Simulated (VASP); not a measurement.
# Bi (Fm-3m) in VASP: notebook

Runs on Bi. Level: LDA. Tasks: single point.

Program: VASP 6.6.1. These are calculated values, not measurements. Logs are shortened: lines on timing, memory, paths and dates and some standing lists are left out, and cuts for length are marked.

### Step 1. The cell of the first run

The structure is cubic, space group Fm-3m (No. 225). The conventional cell has a = 4.139 Å, b = 4.139 Å, c = 4.139 Å, α = 90.00°, β = 90.00°, γ = 90.00°. Bi (site symmetry m-3m) has 12 Bi at 2.93 Å within 3.9 Å.

### Step 2. Single point, LDA (volume scaled by 0.6)

Input file INCAR:

```
  PREC = Accurate
  ENCUT = 500
  EDIFF = 1E-6
  ISMEAR = -1
  SIGMA = 0.1
  LREAL = False
  LASPH = True
  NELM = 120
  ALGO = Normal
  ISIF = 2
  LWAVE = False
  LCHARG = False
  GGA = CA
  NBANDS = 14
  GGA_COMPAT = False
```

Input file KPOINTS:

```
regular mesh
0
Gamma
  14 14 14
```

Input file POSCAR:

```
Bi
1.0
    0.0000000000      2.0696716832      2.0696716832
    2.0696716832      0.0000000000      2.0696716832
    2.0696716832      2.0696716832      0.0000000000
Bi
1
Direct
    0.0000000000      0.0000000000      0.0000000000
```

Potentials or basis: VASP PAW LDA potentials, release 64 (Bi_d).

Launch:

```console
cat potpaw_LDA.64/Bi_d/POTCAR > POTCAR
mpirun -np 1 vasp_std > vasp.out
```

OUTCAR:

```text
PREC = Accurate
   ENCUT = 500
   EDIFF = 1E-6
   ISMEAR = -1
   LREAL = False
   LASPH = True
   NELM = 120
   ISIF = 2
   GGA = CA

 ion  position               nearest neighbor table
   1  0.000  0.000  0.000-

  LATTYP: Found a face centered cubic cell.
 ALAT       =     4.1393433664

  Lattice vectors:

 A1 = (   0.0000000000,   2.0696716832,   2.0696716832)
 A2 = (   2.0696716832,   0.0000000000,   2.0696716832)
 A3 = (   2.0696716832,   2.0696716832,   0.0000000000)

Analysis of symmetry for initial positions (statically):
=====================================================================
 Subroutine PRICEL returns:
 Original cell was already a primitive cell.

 Routine SETGRP: Setting up the symmetry group for a
 face centered cubic supercell.

 Subroutine GETGRP returns: Found 48 space group operations
 (whereof 48 operations were pure point group operations)
 out of a pool of 48 trial point group operations.

The static configuration has the point symmetry O_h .

Analysis of symmetry for dynamics (positions and initial velocities):
=====================================================================
 Subroutine PRICEL returns:
 Original cell was already a primitive cell.

 Routine SETGRP: Setting up the symmetry group for a
 face centered cubic supercell.

 Subroutine GETGRP returns: Found 48 space group operations
 (whereof 48 operations were pure point group operations)
 out of a pool of 48 trial point group operations.

The dynamic configuration has the point symmetry O_h .

 Subroutine INISYM returns: Found 48 space group operations
 (whereof 48 operations are pure point group operations),
 and found     1 'primitive' translations

----------------------------------------------------------------------------------------

                                     Primitive cell

  volume of cell :      17.7310

  direct lattice vectors                    reciprocal lattice vectors
     0.000000000  2.069671683  2.069671683    -0.241584211  0.241584211  0.241584211
     2.069671683  0.000000000  2.069671683     0.241584211 -0.241584211  0.241584211
     2.069671683  2.069671683  0.000000000     0.241584211  0.241584211 -0.241584211

  length of vectors
     2.926957764  2.926957764  2.926957764     0.418436127  0.418436127  0.418436127

  position of ions in fractional coordinates (direct lattice)
     0.000000000  0.000000000  0.000000000

  ion indices of the primitive-cell ions
   primitive index   ion index
                 1           1

----------------------------------------------------------------------------------------

 KPOINTS: regular mesh

Automatic generation of k-mesh.
 Grid dimensions read from file:
 generate k-points for:   14   14   14

 Generating k-lattice:

  Cartesian coordinates                     Fractional coordinates (reciprocal lattice)
    -0.017256015  0.017256015  0.017256015     0.071428571  0.000000000  0.000000000
     0.017256015 -0.017256015  0.017256015     0.000000000  0.071428571  0.000000000
     0.017256015  0.017256015 -0.017256015     0.000000000  0.000000000  0.071428571

  Length of vectors
     0.029888295  0.029888295  0.029888295

  Shift w.r.t. Gamma in fractional coordinates (k-lattice)
     0.000000000  0.000000000  0.000000000

 Subroutine IBZKPT returns following result:
 ===========================================

 Found    104 irreducible k-points:

 Following reciprocal coordinates:
            Coordinates               Weight
  0.000000  0.000000  0.000000      1.000000
  0.071429  0.000000  0.000000      8.000000
  0.142857  0.000000  0.000000      8.000000
  0.214286  0.000000  0.000000      8.000000
  0.285714  0.000000  0.000000      8.000000
  0.357143  0.000000  0.000000      8.000000
[... 16 lines left out ...]
  0.214286  0.142857  0.000000     24.000000
  0.285714  0.142857  0.000000     24.000000
 [... further k-points ...]
   k-points           NKPTS =    104   k-points in BZ     NKDIM =    104   number of bands    NBANDS=     14
   number of dos      NEDOS =    301   number of ions     NIONS =      1
   total plane-waves  NPLWV =  13824
   dimension x,y,z NGX =    24 NGY =   24 NGZ =   24
   dimension x,y,z NGXF=    48 NGYF=   48 NGZF=   48
   ions per type =               1
   NGX,Y,Z   is equivalent  to a cutoff of  13.63, 13.63, 13.63 a.u.
   NGXF,Y,Z  is equivalent  to a cutoff of  27.26, 27.26, 27.26 a.u.
 SYSTEM =  unknown system
   PREC   = accura    normal or accurate (medium, high low for compatibility)
   ISTART =      0    job   : 0-new  1-cont  2-samecut
   ICHARG =      2    charge: 1-file 2-atom 10-const
   ISPIN  =      1    spin polarized calculation?
   LNONCOLLINEAR =      F non collinear calculations
   LSORBIT =      F    spin-orbit coupling
   LASPH  =      T    aspherical Exc in radial PAW
   ENCUT  =  500.0 eV  36.75 Ry    6.06 a.u.   5.34  5.34  5.34*2*pi/ulx,y,z
   NELM   =    120;   NELMIN=  2; NELMDL= -5     # of ELM steps
   EDIFF  = 0.1E-05   stopping-criterion for ELM
   LREAL  =      F    real-space projection
   EDIFFG = 0.1E-04   stopping-criterion for IOM
   NSW    =      0    number of steps for IOM
   IBRION =     -1    ionic relax: 0-MD 1-quasi-New 2-CG
   NFREE  =      0    steps in history (QN), initial steepest desc. (CG)
   ISIF   =      2    stress and relaxation
   ISYM   =      2    0-nonsym 1-usesym 2-fastsym
   POTIM  = 0.5000    time-step for ionic-motion
   TEBEG  =    0.0;   TEEND  =   0.0 temperature during run
   PSTRESS=    0.0 pullay stress
   NELECT =      15.0000    total number of electrons
   NUPDOWN=      -1.0000    fix difference up-down
   EMIN   =  10.00;   EMAX   =-10.00  energy-range for DOS
   EFERMI =   0.00;   METHOD = LEGACY
   ISMEAR =    -1;   SIGMA  =   0.10  broadening in eV -4-tet -1-fermi 0-gaus
   EFERMI_NEDOS =   21; number of points for ismear=-14 and -15
   IALGO  =     38    algorithm
   IMIX   =      4    mixing-type and parameters
     AMIX     =   0.40;   BMIX     =  1.00
     AMIX_MAG =   1.60;   BMIX_MAG =  1.00
  volume/ion in A,a.u.               =      17.73       119.66
  Fermi-wavevector in a.u.,A,eV,Ry     =   1.548319  2.925899 32.617137  2.397292
  Thomas-Fermi vector in A             =   2.653286
   LORBIT       =      0    0 simple, 1 ext, 2 COOP (PROOUT), +10 PAW based schemes
   GGA     = CA    functional components
   LHFCALC =     F    Hartree Fock is set to
   AEXX    =    0.0000 exact exchange contribution
   IVDW    =     0    specifies the selected vdW correction
   LEPSILON=     F    determine dielectric tensor
   LRPA    =     F    only Hartree local field effects (RPA)
 non-spin polarized calculation
  energy-cutoff  :      500.00
  volume of cell :       17.73
 maximum number of plane-waves:       464
 NGX is ok and might be reduce to    24
   NGX = 11   NGY = 11   NGZ = 11

 number of electron      14.9999997 magnetization

 Free energy of the ion-electron system (eV)
  ---------------------------------------------------
  ext. energy  EPLUGINS =         0.00000000
  ---------------------------------------------------
  free energy    TOTEN  =        -1.99990410 eV

  energy without entropy =       -1.98541142  energy(sigma->0) =       -1.99265776

 E-fermi :  17.1381     XC(G=0): -13.4921

 val. band max:       17.1015865102   @ k =   0.2857   0.1429   0.0000
 cond. band min:      17.3015997849   @ k =   0.5000   0.4286   0.0000
 fundamental gap:      0.2000132747
 Fermi energy:        17.1380934173

 k-point     1 :       0.0000    0.0000    0.0000
  band No.  band energies     occupation
      1      -7.1408      2.00000
      2      -7.1408      2.00000
      3      -7.1408      2.00000
      4      -6.6963      2.00000
      5      -6.6963      2.00000
      6      -2.2368      2.00000
      7      24.7987      0.00000
      8      26.0915      0.00000
      9      26.0915      0.00000
     10      26.0915      0.00000
     11      31.9334      0.00000
     12      31.9334      0.00000
     13      31.9334      0.00000
     14      32.7787      0.00000

 k-point     2 :       0.0714    0.0000    0.0000
  band No.  band energies     occupation
      1      -7.1447      2.00000
      2      -7.1192      2.00000
      3      -7.1192      2.00000
      4      -6.6991      2.00000
      5      -6.6991      2.00000
      6      -2.0782      2.00000
      7      24.1337      0.00000
      8      25.1398      0.00000
      9      25.9799      0.00000
     10      25.9799      0.00000
     11      31.5264      0.00000
     12      31.8767      0.00000
     13      31.8767      0.00000
     14      33.3968      0.00000

 k-point     3 :       0.1429    0.0000    0.0000
  band No.  band energies     occupation
      1      -7.1606      2.00000
      2      -7.0692      2.00000
      3      -7.0692      2.00000
      4      -6.6953      2.00000
      5      -6.6953      2.00000
      6      -1.5949      2.00000
      7      21.1221      0.00000
      8      25.2037      0.00000
      9      25.6377      0.00000
     10      25.6377      0.00000
     11      30.5017      0.00000
     12      31.4749      0.00000
     13      31.4749      0.00000
     14      33.5531      0.00000

 k-point     4 :       0.2143    0.0000    0.0000
  band No.  band energies     occupation
      1      -7.1939      2.00000
      2      -7.0337      2.00000
      3      -7.0337      2.00000
      4      -6.6504      2.00000
      5      -6.6504      2.00000
      6      -0.7730      2.00000
      7      17.8237      0.00210
      8      25.0759      0.00000
      9      25.0759      0.00000
     10      25.2821      0.00000
     11      29.7525      0.00000
     12      30.8574      0.00000
     13      30.8574      0.00000
     14      34.2438      0.00000

 k-point     5 :       0.2857    0.0000    0.0000
  band No.  band energies     occupation
      1      -7.2418      2.00000
      2      -7.0408      2.00000
      3      -7.0408      2.00000
      4      -6.5501      2.00000
      5      -6.5501      2.00000
      6       0.3925      2.00000
      7      14.6176      2.00000
      8      24.3855      0.00000
      9      24.3855      0.00000
     10      25.1223      0.00000
     11      29.5062      0.00000
[... 276 lines left out ...]
 k-point    22 :       0.1429    0.1429    0.0000
  band No.  band energies     occupation
      1      -7.2420      2.00000
      2      -6.9820      2.00000
      3      -6.9820      2.00000
      4      -6.8111      2.00000
      5      -6.6289      2.00000
      6      -1.3836      2.00000
      7      23.3255      0.00000
      8      23.3255      0.00000
      9      23.7912      0.00000
     10      24.4012      0.00000
     11      27.7463      0.00000
     12      32.7010      0.00000
     13      32.7010      0.00000
     14      33.6247      0.00000

 k-point    23 :       0.2143    0.1429    0.0000
  band No.  band energies     occupation
      1      -7.2765      2.00000
      2      -6.9324      2.00000
      3      -6.9129      2.00000
      4      -6.8421      2.00000
      5      -6.5848      2.00000
      6      -0.7852      2.00000
      7      20.3448      0.00000
      8      22.4145      0.00000
      9      23.6161      0.00000
     10      25.2609      0.00000
     11      26.3102      0.00000
     12      32.7675      0.00000
     13      33.0113      0.00000
     14      34.1555      0.00000

 k-point    24 :       0.2857    0.1429    0.0000
  band No.  band energies     occupation
      1      -7.2904      2.00000
      2      -6.9722      2.00000
      3      -6.8859      2.00000
      4      -6.7793      2.00000
      5      -6.5004      2.00000
      6       0.1531      2.00000
      7      17.1016      1.18053
      8      21.7235      0.00000
      9      22.9328      0.00000
     10      24.6639      0.00000
     11      27.5629      0.00000
     12      32.5230      0.00000
     13      32.8724      0.00000
     14      33.9705      0.00000

 [... further k-points ...]

------------------------ aborting loop because EDIFF is reached ----------------------------------------

  FORCE on cell =-STRESS in cart. coord.  units (eV):
  Direction    XX          YY          ZZ          XY          YZ          ZX
  --------------------------------------------------------------------------------------
  -------------------------------------------------------------------------------------
  Total       11.7305838     11.7305838     11.7305838      0.0000000      0.0000000     -0.0000000
  in kB     1059.9755296   1059.9755296   1059.9755296      0.0000000      0.0000000     -0.0000000
  external PRESSURE =    1059.9755296 kB  Pullay stress =       0.0000000 kB

 VOLUME and BASIS-vectors are now :
 -----------------------------------------------------------------------------
  energy-cutoff  :      500.00
  volume of cell :       17.73
      direct lattice vectors                 reciprocal lattice vectors
     0.000000000  2.069671683  2.069671683    -0.241584211  0.241584211  0.241584211
     2.069671683  0.000000000  2.069671683     0.241584211 -0.241584211  0.241584211
     2.069671683  2.069671683  0.000000000     0.241584211  0.241584211 -0.241584211

 POSITION                                       TOTAL-FORCE (eV/Angst)
 -----------------------------------------------------------------------------------
      0.00000      0.00000      0.00000         0.000000      0.000000      0.000000
 -----------------------------------------------------------------------------------
    total drift:                                0.000000      0.000000     -0.000000

  FREE ENERGIE OF THE ION-ELECTRON SYSTEM (eV)
  ---------------------------------------------------
  free  energy   TOTEN  =        -1.9999041012 eV

  energy  without entropy=       -1.9854114194  energy(sigma->0) =       -1.99265776
```

Run time: 8.3 s. Hardware: 1 thread of Intel Xeon 6975P-C (Granite Rapids), shared host; peak memory 0.13 GiB.

Results:

```yaml
Free_energy: -1.9999 eV
Pressure: 106.0 GPa
```

Levels at points of the mesh, in eV from the Fermi level:
```csv
k point,band 5,band 6,band 7,band 8,band 9,band 10
"(0.00, 0.00, 0.00)",-23.83,-19.37,7.66,8.95,8.95,8.95
"(0.50, 0.00, 0.00)",-23.45,-12.24,-9.75,5.97,5.97,7.29
"(0.50, 0.50, 0.00)",-23.35,-9.41,-8.28,-0.05,-0.05,5.27
```

Caveat: spin-orbit coupling is left out, which moves the levels of the heavy elements.

(Continued in part 2 of 2.)
